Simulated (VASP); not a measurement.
ZrB2: single point with r2SCAN+D3(BJ)

The system is ZrB2.

```
Zr B
1.0
     3.21172    0.00000    0.00000
    -1.60586    2.78143    0.00000
     0.00000    0.00000    3.57949
Zr B
1 2
Direct
  0.00000 0.00000 0.00000
  0.33333 0.66667 0.50000
  0.66667 0.33333 0.50000
```

```
Program                : VASP 6.6.1
Task                   : single point
Functional             : r2SCAN
Dispersion             : D3(BJ)
Potentials or basis    : VASP PAW PBE potentials, release 64 (Zr_sv, B)
Cutoff                 : 520 eV
k mesh                 : 10 × 10 × 8
Occupations            : fermi-dirac, width 0.15 eV
Spin                   : no spin polarisation
Dipole correction      : no
Further INCAR settings : ALGO = Normal; EDIFF = 1e-06; NBANDS = 16
```

```
Pressure                   : -10.8 GPa
Band gap on the k mesh     : zero (bands 9 and 10 overlap by 0.82 eV)
Dispersion energy per atom : -0.177 eV
```

Stress tensor (GPa, compression positive):
```
-11.69   0.00   0.00
  0.00 -11.69   0.00
  0.00   0.00  -8.89
```

Levels at points of the mesh, in eV from the Fermi level:
```tsv
k point	band 7	band 8	band 9	band 10	band 11	band 12
(0.00, 0.00, 0.00)	-2.67	-2.58	-2.55	3.47	3.47	4.27
(0.50, 0.00, 0.00)	-3.96	-3.21	-2.64	2.25	2.38	4.93
(0.00, 0.00, 0.50)	-1.00	-1.00	0.39	0.39	0.86	0.86
(0.50, 0.00, 0.50)	-4.71	-4.22	-2.32	3.81	4.04	5.28
```

Wall time 2.2 min on 1 thread of Intel Xeon 8259CL (shared host), peak memory 0.18 GiB.

Caveat: the cell stands under tension; the PAW data sets were made with another functional, which shifts forces and pressure a little.
